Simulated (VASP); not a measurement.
A run of VASP 6.6.1 is set up as follows.

INCAR

```
PREC = Accurate ; ENCUT = 520
EDIFF = 1E-7 ; ISMEAR = 0
SIGMA = 0.01 ; LREAL = F
LASPH = T ; NELM = 60
ALGO = Normal ; ISIF = 2
LWAVE = F ; LCHARG = F
NBANDS = 26
```

Contents of KPOINTS:

```
regular mesh
0
Gamma
  6 6 4
```

Contents of POSCAR:

```
CdS
1.0
    4.0364511209      0.0000000000      0.0000000000
   -2.0182255605      3.4956692119      0.0000000000
    0.0000000000      0.0000000000      6.5773233448
Cd S
2 2
Direct
    0.3333333333      0.6666666667     -0.0005107971
    0.6666666667      0.3333333333      0.4994892029
    0.3333333333      0.6666666667      0.3755107971
    0.6666666667      0.3333333333      0.8755107971
```

Potentials or basis: VASP PAW LDA potentials, release 64 (Cd, S).

Launch:

```bash
$ cat potpaw_LDA.64/Cd/POTCAR potpaw_LDA.64/S/POTCAR > POTCAR
$ mpirun -np 1 vasp_std > vasp.out
```

(1) What does it give for the band gap on the k mesh?

(2) Estimate the largest force.

(3) What does it give for the pressure?

## Answers

(1) 1.12 eV.

(2) 0.003 eV/Å.

(3) 2.6 GPa.
